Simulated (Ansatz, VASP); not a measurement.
## LiY3: VASP beside Ansatz

INCAR

```
SYSTEM = LiY3
PREC     = Accurate       ! precision mode
ENCUT    = 520            ! plane-wave cutoff, eV
EDIFF    = 1E-7           ! SCF threshold, eV
ISMEAR   = -1             ! smearing method
SIGMA    = 0.05           ! smearing width, eV
LREAL    = .FALSE.        ! projectors in reciprocal space
LASPH    = .TRUE.         ! aspherical terms in the spheres
NELM     = 60             ! most SCF steps
ALGO     = Normal         ! electronic algorithm
ISIF     = 2              ! what is computed and relaxed
LWAVE    = .FALSE.        ! write WAVECAR
LCHARG   = .FALSE.        ! write CHGCAR
GGA      = PE             ! functional
NBANDS   = 26             ! bands
```

The input KPOINTS:

```
Automatic mesh
0
G
  3 3 3
  0 0 0
```

The input POSCAR:

```
LiY3
1.0
    4.9197100000      0.0000000000      0.0000000000
    0.0000000000      4.9197100000      0.0000000000
    0.0000000000      0.0000000000      4.9197100000
Li Y
1 3
Direct
    0.0441200000      0.9808300000      0.9994900000
    0.4800300000      0.5238000000      0.9626300000
    0.4699700000      0.9966800000      0.5034800000
    0.9885600000      0.5416300000      0.4928600000
```

Input for Ansatz:

```yaml
crystal:
  lattice:
    - [4.91971, 0.0, 0.0]
    - [0.0, 4.91971, 0.0]
    - [0.0, 0.0, 4.91971]
  atoms:
    - { symbol: Li, position: [0.04412, 0.98083, 0.99949] }
    - { symbol: "Y", position: [0.48003, 0.5238, 0.96263] }
    - { symbol: "Y", position: [0.46997, 0.99668, 0.50348] }
    - { symbol: "Y", position: [0.98856, 0.54163, 0.49286] }
basis:
  ecutwfc: 540.0
  xc_grid: 2
kpoints:
  mp_grid:
    grid: [3, 3, 3]
scf:
  convergence:
    dr2_threshold: 1.0e-09
  occupations:
    method: fermi_dirac
    width: 0.05
output:
  forces: true
  stress: true
```

Alike in both runs: task single point; functional PBE; k mesh 3 × 3 × 3; occupations fermi-dirac, width 0.05 eV; no spin polarisation.

```csv
,VASP,Ansatz
version,VASP 6.6.1,Ansatz 0.2.0
potentials or method,"VASP PAW PBE potentials, release 64 (Li_sv, Y_sv), cutoff 520 eV","plane waves, PAW"
valence electrons in the cell,36,36
```

|  | VASP | Ansatz | Ansatz less VASP |
| --- | --- | --- | --- |
| rms of the force components (eV/Å) | 0.507 | 0.510 | +0.0024 |

Atom by atom the forces differ by 0.003 eV/Å (rms over components). Ansatz's warnings: stress scf threshold loose.

The k mesh is coarse, so the values compare programs but aren't converged. Noted on VASP's run: the cutoff is under 1.25 times that of the potentials, so the pressure is a little rough.
